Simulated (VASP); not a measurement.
# Cd (P6/mmm) in VASP: notebook

The runs below take Cd through single point, with PBE.

Everything below comes from runs of VASP 6.6.1. Logs are shortened: lines on timing, memory, paths and dates and some standing lists are left out, and cuts for length are marked.

## 1. The cell of the first run

Symmetry: P6/mmm, No. 191, hexagonal system. The conventional cell has a = 2.378 Å, b = 2.378 Å, c = 2.321 Å, α = 90.00°, β = 90.00°, γ = 120.00°. Cd (site symmetry 6/mmm) has 8 Cd at 2.32 to 2.38 Å within 3.1 Å.

This isn't the form of Cd at room conditions, which is hcp.

## 2. Single point, PBE (11.36 Å³/atom)

POSCAR

```
Cd
1.0
    2.3777440192      0.0000000000      0.0000000000
   -1.1888720096      2.0591867243      0.0000000000
    0.0000000000      0.0000000000      2.3207244168
Cd
1
Direct
    0.0000000000      0.0000000000      0.0000000000
```

INCAR.step1

```
  ALGO = Normal
  EDIFF = 1E-6
  ENCUT = 520
  GGA = PE
  ISIF = 2
  ISMEAR = -1
  LASPH = True
  LCHARG = True
  LREAL = False
  LWAVE = False
  NBANDS = 12
  NELM = 80
  PREC = Accurate
  SIGMA = 0.1
```

KPOINTS.step1

```
k-points
0
Gamma
  14 14 13
```

INCAR.step2

```
  ALGO = Normal
  EDIFF = 1E-6
  ENCUT = 520
  GGA = PE
  ICHARG = 11
  ISIF = 2
  ISMEAR = -5
  LASPH = True
  LCHARG = False
  LORBIT = 11
  LREAL = False
  LWAVE = False
  NEDOS = 1001
  NELM = 80
  PREC = Accurate
  SIGMA = 0.1
```

KPOINTS.step2

```
k-points
0
Gamma
  21 21 20
```

Potentials or basis: VASP PAW PBE potentials, release 64 (Cd).

Started as:

```console
$ cat potpaw_PBE.64/Cd/POTCAR > POTCAR
$ cp INCAR.step1 INCAR
$ cp KPOINTS.step1 KPOINTS
$ mpirun -np 1 vasp_std > vasp.out
$ cp INCAR.step2 INCAR
$ cp KPOINTS.step2 KPOINTS
$ mpirun -np 1 vasp_std > vasp.out
```

OUTCAR:

```text
EDIFF = 1E-6
   ENCUT = 520
   GGA = PE
   ICHARG = 11
   ISIF = 2
   ISMEAR = -5
   LASPH = True
   LORBIT = 11
   LREAL = False
   NELM = 80
   PREC = Accurate

 ion  position               nearest neighbor table
   1  0.000  0.000  0.000-

  LATTYP: Found a hexagonal cell.
 ALAT       =     2.3777440192
 C/A-ratio  =     0.9760194529

  Lattice vectors:

 A1 = (   2.3777440192,   0.0000000000,   0.0000000000)
 A2 = (  -1.1888720096,   2.0591867243,   0.0000000000)
 A3 = (   0.0000000000,   0.0000000000,   2.3207244168)

Analysis of symmetry for initial positions (statically):
=====================================================================
 Subroutine PRICEL returns:
 Original cell was already a primitive cell.

 Routine SETGRP: Setting up the symmetry group for a
 hexagonal supercell.

 Subroutine GETGRP returns: Found 24 space group operations
 (whereof 24 operations were pure point group operations)
 out of a pool of 24 trial point group operations.

The static configuration has the point symmetry D_6h.

Analysis of symmetry for dynamics (positions and initial velocities):
=====================================================================
 Subroutine PRICEL returns:
 Original cell was already a primitive cell.

 Routine SETGRP: Setting up the symmetry group for a
 hexagonal supercell.

 Subroutine GETGRP returns: Found 24 space group operations
 (whereof 24 operations were pure point group operations)
 out of a pool of 24 trial point group operations.

The dynamic configuration has the point symmetry D_6h.

 Subroutine INISYM returns: Found 24 space group operations
 (whereof 24 operations are pure point group operations),
 and found     1 'primitive' translations

----------------------------------------------------------------------------------------

                                     Primitive cell

  volume of cell :      11.3628

  direct lattice vectors                    reciprocal lattice vectors
     2.377744019  0.000000000  0.000000000     0.420566719  0.242814308  0.000000000
    -1.188872010  2.059186724  0.000000000     0.000000000  0.485628616  0.000000000
     0.000000000  0.000000000  2.320724417     0.000000000  0.000000000  0.430899935

  length of vectors
     2.377744019  2.377744019  2.320724417     0.485628616  0.485628616  0.430899935

  position of ions in fractional coordinates (direct lattice)
     0.000000000  0.000000000  0.000000000

  ion indices of the primitive-cell ions
   primitive index   ion index
                 1           1

----------------------------------------------------------------------------------------

 KPOINTS: k-points

Automatic generation of k-mesh.
 Grid dimensions read from file:
 generate k-points for:   21   21   20

 Generating k-lattice:

  Cartesian coordinates                     Fractional coordinates (reciprocal lattice)
     0.020026987  0.011562586  0.000000000     0.047619048 -0.000000000  0.000000000
     0.000000000  0.023125172  0.000000000     0.000000000  0.047619048  0.000000000
     0.000000000  0.000000000  0.021544997     0.000000000  0.000000000  0.050000000

  Length of vectors
     0.023125172  0.023125172  0.021544997

  Shift w.r.t. Gamma in fractional coordinates (k-lattice)
     0.000000000  0.000000000  0.000000000

 TETIRR: Found   8960 inequivalent tetrahedra from    52920

 Subroutine IBZKPT returns following result:
 ===========================================

 Found    528 irreducible k-points:

 Following reciprocal coordinates:
            Coordinates               Weight
  0.000000  0.000000  0.000000      1.000000
  0.047619  0.000000  0.000000      6.000000
  0.095238 -0.000000  0.000000      6.000000
  0.142857  0.000000  0.000000      6.000000
  0.190476 -0.000000  0.000000      6.000000
  0.238095 -0.000000  0.000000      6.000000
[... 16 lines left out ...]
  0.142857  0.095238  0.000000     12.000000
  0.190476  0.095238  0.000000     12.000000
 [... further k-points ...]
   k-points           NKPTS =    528   k-points in BZ     NKDIM =    528   number of bands    NBANDS=     10
   number of dos      NEDOS =   1001   number of ions     NIONS =      1
   total plane-waves  NPLWV =   5832
   dimension x,y,z NGX =    18 NGY =   18 NGZ =   18
   dimension x,y,z NGXF=    36 NGYF=   36 NGZF=   36
   ions per type =               1
   NGX,Y,Z   is equivalent  to a cutoff of  12.59, 12.59, 12.89 a.u.
   NGXF,Y,Z  is equivalent  to a cutoff of  25.17, 25.17, 25.79 a.u.
 SYSTEM =  unknown system
   PREC   = accura    normal or accurate (medium, high low for compatibility)
   ISTART =      0    job   : 0-new  1-cont  2-samecut
   ICHARG =     11    charge: 1-file 2-atom 10-const
   ISPIN  =      1    spin polarized calculation?
   LNONCOLLINEAR =      F non collinear calculations
   LSORBIT =      F    spin-orbit coupling
   LASPH  =      T    aspherical Exc in radial PAW
   ENCUT  =  520.0 eV  38.22 Ry    6.18 a.u.   4.42  4.42  4.32*2*pi/ulx,y,z
   NELM   =     80;   NELMIN=  2; NELMDL=  0     # of ELM steps
   EDIFF  = 0.1E-05   stopping-criterion for ELM
   LREAL  =      F    real-space projection
   EDIFFG = 0.1E-04   stopping-criterion for IOM
   NSW    =      0    number of steps for IOM
   IBRION =     -1    ionic relax: 0-MD 1-quasi-New 2-CG
   NFREE  =      0    steps in history (QN), initial steepest desc. (CG)
   ISIF   =      2    stress and relaxation
   ISYM   =      2    0-nonsym 1-usesym 2-fastsym
   POTIM  = 0.5000    time-step for ionic-motion
   TEBEG  =    0.0;   TEEND  =   0.0 temperature during run
   PSTRESS=    0.0 pullay stress
   NELECT =      12.0000    total number of electrons
   NUPDOWN=      -1.0000    fix difference up-down
   EMIN   =  10.00;   EMAX   =-10.00  energy-range for DOS
   EFERMI =   0.00;   METHOD = LEGACY
   ISMEAR =    -5;   SIGMA  =   0.10  broadening in eV -4-tet -1-fermi 0-gaus
   EFERMI_NEDOS =   21; number of points for ismear=-14 and -15
   IALGO  =     38    algorithm
   IMIX   =      4    mixing-type and parameters
     AMIX     =   0.40;   BMIX     =  1.00
     AMIX_MAG =   1.60;   BMIX_MAG =  1.00
  volume/ion in A,a.u.               =      11.36        76.68
  Fermi-wavevector in a.u.,A,eV,Ry     =   1.667147  3.150450 37.815729  2.779378
  Thomas-Fermi vector in A             =   2.753219
   LORBIT       =     11    0 simple, 1 ext, 2 COOP (PROOUT), +10 PAW based schemes
   GGA     = PE    functional components
   LHFCALC =     F    Hartree Fock is set to
   AEXX    =    0.0000 exact exchange contribution
   IVDW    =     0    specifies the selected vdW correction
   LEPSILON=     F    determine dielectric tensor
   LRPA    =     F    only Hartree local field effects (RPA)
 non-spin polarized calculation
 Fermi weights with tetrahedron method with Bloechl corrections
  energy-cutoff  :      520.00
  volume of cell :       11.36
 maximum number of plane-waves:       320
 NGX is ok and might be reduce to    18

 number of electron      11.9999994 magnetization

 Free energy of the ion-electron system (eV)
  ---------------------------------------------------
  ext. energy  EPLUGINS =         0.00000000
  ---------------------------------------------------
  free energy    TOTEN  =         4.21417748 eV

  energy without entropy =        4.21417748  energy(sigma->0) =        4.21417748

 E-fermi :  10.9290     XC(G=0): -14.8560

 val. band max:       11.1749689763   @ k =   0.3333   0.3333   0.1000
 cond. band min:      10.6157960260   @ k =   0.2857   0.1429   0.5000
 fundamental gap:     -0.5591729503
 Fermi energy:        10.9290388950

 k-point     1 :       0.0000    0.0000    0.0000
  band No.  band energies     occupation
      1      -5.7199      2.00000
      2      -5.2481      2.00000
      3      -2.8598      2.00000
      4      -2.8598      2.00000
      5       0.4164      2.00000
      6       0.4164      2.00000
      7      23.4899      0.00000
      8      26.0784      0.00000
      9      31.6104      0.00000
     10      32.8314      0.00000

 k-point     2 :       0.0476    0.0000    0.0000
  band No.  band energies     occupation
      1      -5.6386      2.00000
      2      -5.1937      2.00000
      3      -2.9062      2.00000
      4      -2.7892      2.00000
      5       0.3599      2.00000
      6       0.4059      2.00000
      7      23.6508      0.00000
      8      26.0493      0.00000
      9      31.2764      0.00000
     10      32.1643      0.00000

 k-point     3 :       0.0952   -0.0000    0.0000
  band No.  band energies     occupation
      1      -5.4479      2.00000
      2      -4.9960      2.00000
      3      -3.0229      2.00000
      4      -2.5812      2.00000
      5       0.1980      2.00000
      6       0.3752      2.00000
      7      24.1237      0.00000
      8      25.7749      0.00000
      9      29.9800      0.00000
     10      30.8365      0.00000

 k-point     4 :       0.1429    0.0000    0.0000
  band No.  band energies     occupation
      1      -5.2558      2.00000
      2      -4.6342      2.00000
      3      -3.1131      2.00000
      4      -2.2466      2.00000
      5      -0.0481      2.00000
      6       0.3272      2.00000
      7      24.7207      0.00000
      8      24.8814      0.00000
      9      29.0645      0.00000
     10      29.3838      0.00000

 k-point     5 :       0.1905   -0.0000    0.0000
  band No.  band energies     occupation
      1      -5.0864      2.00000
      2      -4.3649      2.00000
      3      -2.8867      2.00000
      4      -1.8047      2.00000
      5      -0.3490      2.00000
      6       0.2665      2.00000
      7      22.8376      0.00000
      8      25.8833      0.00000
      9      27.9489      0.00000
     10      28.8940      0.00000

 k-point     6 :       0.2381   -0.0000    0.0000
  band No.  band energies     occupation
      1      -4.9601      2.00000
      2      -4.3950      2.00000
      3      -2.1127      2.00000
      4      -1.2831      2.00000
      5      -0.6728      2.00000
      6       0.1986      2.00000
      7      20.6243      0.00000
      8      26.5856      0.00000
      9      27.0797      0.00000
     10      28.9763      0.00000
[... 183 lines left out ...]
 k-point    21 :       0.4762    0.0476    0.0000
  band No.  band energies     occupation
      1      -5.5774      2.00000
      2      -3.9903      2.00000
      3      -1.7430      2.00000
      4      -0.0816      2.00000
      5       0.6928      2.00000
      6       4.5062      2.00000
      7      10.9004      0.17319
      8      21.6973      0.00000
      9      29.1454      0.00000
     10      31.1674      0.00000

 k-point    22 :       0.0952    0.0952    0.0000
  band No.  band energies     occupation
      1      -5.1610      2.00000
      2      -4.3556      2.00000
      3      -3.3421      2.00000
      4      -1.9133      2.00000
      5      -0.1696      2.00000
      6       0.2858      2.00000
      7      24.4898      0.00000
      8      25.3226      0.00000
      9      26.4175      0.00000
     10      31.2511      0.00000

 k-point    23 :       0.1429    0.0952    0.0000
  band No.  band energies     occupation
      1      -4.9947      2.00000
      2      -3.9878      2.00000
      3      -3.3870      2.00000
      4      -1.2999      2.00000
      5      -0.4373      2.00000
      6       0.2117      2.00000
      7      22.9326      0.00000
      8      24.8019      0.00000
      9      26.3059      0.00000
     10      30.8628      0.00000

 k-point    24 :       0.1905    0.0952    0.0000
  band No.  band energies     occupation
      1      -4.8368      2.00000
      2      -4.1138      2.00000
      3      -2.8238      2.00000
      4      -0.7255      2.00000
      5      -0.5107      2.00000
      6       0.1280      2.00000
      7      20.7768      0.00000
      8      23.6791      0.00000
      9      27.4884      0.00000
     10      30.4618      0.00000

 [... further k-points ...]

------------------------ aborting loop because EDIFF is reached ----------------------------------------

  FORCE on cell =-STRESS in cart. coord.  units (eV):
  Direction    XX          YY          ZZ          XY          YZ          ZX
  --------------------------------------------------------------------------------------
  -------------------------------------------------------------------------------------
  Total       18.3820618     18.3820618     18.5252590      0.0000000     -0.0000000     -0.0000000
  in kB     2591.9129101   2591.9129101   2612.1040488      0.0000000     -0.0000000     -0.0000000
  external PRESSURE =    2598.6432897 kB  Pullay stress =       0.0000000 kB

 VOLUME and BASIS-vectors are now :
 -----------------------------------------------------------------------------
  energy-cutoff  :      520.00
  volume of cell :       11.36
      direct lattice vectors                 reciprocal lattice vectors
     2.377744019  0.000000000  0.000000000     0.420566719  0.242814308  0.000000000
    -1.188872010  2.059186724  0.000000000     0.000000000  0.485628616  0.000000000
     0.000000000  0.000000000  2.320724417     0.000000000  0.000000000  0.430899935

 POSITION                                       TOTAL-FORCE (eV/Angst)
 -----------------------------------------------------------------------------------
      0.00000      0.00000      0.00000        -0.000000      0.000000      0.000000
 -----------------------------------------------------------------------------------
    total drift:                               -0.000000     -0.000000      0.000000

  FREE ENERGIE OF THE ION-ELECTRON SYSTEM (eV)
  ---------------------------------------------------
  free  energy   TOTEN  =         4.2141774759 eV

  energy  without entropy=        4.2141774759  energy(sigma->0) =        4.21417748

 total charge

# of ion       s       p       d       tot
------------------------------------------
    1        0.738   0.948   9.661  11.348
```

Wall time 58 s (1 thread of AMD EPYC 7R43 (Zen 3), shared host); peak memory 0.14 GiB.

Results:

```
Valence electrons inside the program's atomic spheres : Cd 11.35
```

Levels at points of the mesh, in eV from the Fermi level:
```
           k point  band 2  band 3  band 4  band 5  band 6  band 7  band 8  band 9  band 10
(0.00, 0.00, 0.00)  -16.18  -13.79  -13.79  -10.51  -10.51   12.56   15.15   20.68    21.90
(0.00, 0.00, 0.50)  -13.41  -13.41  -12.19  -12.19   -8.29   -2.76   19.59   23.18    23.18
```

Caveat: tetrahedron occupations give inexact forces and stress in metals.

## 3. Single point, PBE (11.36 Å³/atom)

POSCAR is that of step 2.

INCAR.step1

```
SYSTEM = Cd
PREC     = Accurate       ! precision mode
ENCUT    = 520            ! plane-wave cutoff, eV
EDIFF    = 1E-6           ! SCF threshold, eV
ISMEAR   = -1             ! smearing method
SIGMA    = 0.1            ! smearing width, eV
LREAL    = .FALSE.        ! projectors in reciprocal space
LASPH    = .TRUE.         ! aspherical terms in the spheres
NELM     = 60             ! most SCF steps
ALGO     = Normal         ! electronic algorithm
ISIF     = 2              ! what is computed and relaxed
LWAVE    = .FALSE.        ! write WAVECAR
LCHARG   = .TRUE.         ! write CHGCAR
GGA      = PE             ! functional
NBANDS   = 12             ! bands
```

KPOINTS.step1

```
Automatic mesh
0
G
  14 14 13
  0 0 0
```

INCAR.step2

```
SYSTEM = Cd
PREC     = Accurate       ! precision mode
ENCUT    = 520            ! plane-wave cutoff, eV
EDIFF    = 1E-6           ! SCF threshold, eV
ISMEAR   = -5             ! smearing method
SIGMA    = 0.1            ! smearing width, eV
LREAL    = .FALSE.        ! projectors in reciprocal space
LASPH    = .TRUE.         ! aspherical terms in the spheres
NELM     = 60             ! most SCF steps
ALGO     = Normal         ! electronic algorithm
ISIF     = 2              ! what is computed and relaxed
LWAVE    = .FALSE.        ! write WAVECAR
LCHARG   = .FALSE.        ! write CHGCAR
GGA      = PE             ! functional
LORBIT   = 11             ! projections on sites
NEDOS    = 2001           ! points of the DOS
ICHARG   = 11             ! starting density
```

KPOINTS.step2

```
Automatic mesh
0
G
  21 21 20
  0 0 0
```

Potentials or basis: VASP PAW PBE potentials, release 64 (Cd).

Started as:

```console
$ cat potpaw_PBE.64/Cd/POTCAR > POTCAR
$ cp INCAR.step1 INCAR
$ cp KPOINTS.step1 KPOINTS
$ mpirun -np 1 vasp_std > vasp.out
$ cp INCAR.step2 INCAR
$ cp KPOINTS.step2 KPOINTS
$ mpirun -np 1 vasp_std > vasp.out
```

OUTCAR:

```text
SYSTEM = Cd
   PREC = Accurate
   ENCUT = 520
   EDIFF = 1E-6
   ISMEAR = -5
   LREAL = .FALSE.
   LASPH = .TRUE.
   NELM = 60
   ISIF = 2
   GGA = PE
   LORBIT = 11
   ICHARG = 11

 ion  position               nearest neighbor table
   1  0.000  0.000  0.000-

  LATTYP: Found a hexagonal cell.
 ALAT       =     2.3777440192
 C/A-ratio  =     0.9760194529

  Lattice vectors:

[... 499 lines left out ...]
------------------------ aborting loop because EDIFF is reached ----------------------------------------

  FORCE on cell =-STRESS in cart. coord.  units (eV):
  Direction    XX          YY          ZZ          XY          YZ          ZX
  --------------------------------------------------------------------------------------
  -------------------------------------------------------------------------------------
  Total       18.3820618     18.3820618     18.5252590      0.0000000      0.0000000      0.0000000
  in kB     2591.9129106   2591.9129105   2612.1040494      0.0000000      0.0000000      0.0000000
  external PRESSURE =    2598.6432902 kB  Pullay stress =       0.0000000 kB

 VOLUME and BASIS-vectors are now :
 -----------------------------------------------------------------------------
  energy-cutoff  :      520.00
  volume of cell :       11.36
      direct lattice vectors                 reciprocal lattice vectors
     2.377744019  0.000000000  0.000000000     0.420566719  0.242814308  0.000000000
    -1.188872010  2.059186724  0.000000000     0.000000000  0.485628616  0.000000000
     0.000000000  0.000000000  2.320724417     0.000000000  0.000000000  0.430899935

 POSITION                                       TOTAL-FORCE (eV/Angst)
 -----------------------------------------------------------------------------------
      0.00000      0.00000      0.00000         0.000000      0.000000      0.000000
 -----------------------------------------------------------------------------------
    total drift:                               -0.000000     -0.000000      0.000000

  FREE ENERGIE OF THE ION-ELECTRON SYSTEM (eV)
  ---------------------------------------------------
  free  energy   TOTEN  =         4.2141774766 eV

  energy  without entropy=        4.2141774766  energy(sigma->0) =        4.21417748

 total charge

# of ion       s       p       d       tot
------------------------------------------
    1        0.738   0.948   9.661  11.348
```

OUTCAR.step1:

```text
SYSTEM = Cd
   PREC = Accurate
   ENCUT = 520
   EDIFF = 1E-6
   ISMEAR = -1
   LREAL = .FALSE.
[... 579 lines left out ...]
 -----------------------------------------------------------------------------------
      0.00000      0.00000      0.00000        -0.000000      0.000000      0.000000
 -----------------------------------------------------------------------------------
    total drift:                               -0.000000      0.000000     -0.000000

  FREE ENERGIE OF THE ION-ELECTRON SYSTEM (eV)
  ---------------------------------------------------
  free  energy   TOTEN  =         4.2120258377 eV

  energy  without entropy=        4.2205129292  energy(sigma->0) =        4.21626938
```

Run time: 51 s. Hardware: 1 thread of AMD EPYC 7R43 (Zen 3), shared host; peak memory 0.15 GiB.

What came out:

```yaml
Valence_electrons_inside_the_program's_atomic_spheres: Cd 11.35
```

Caveat: tetrahedron occupations give inexact forces and stress in metals.
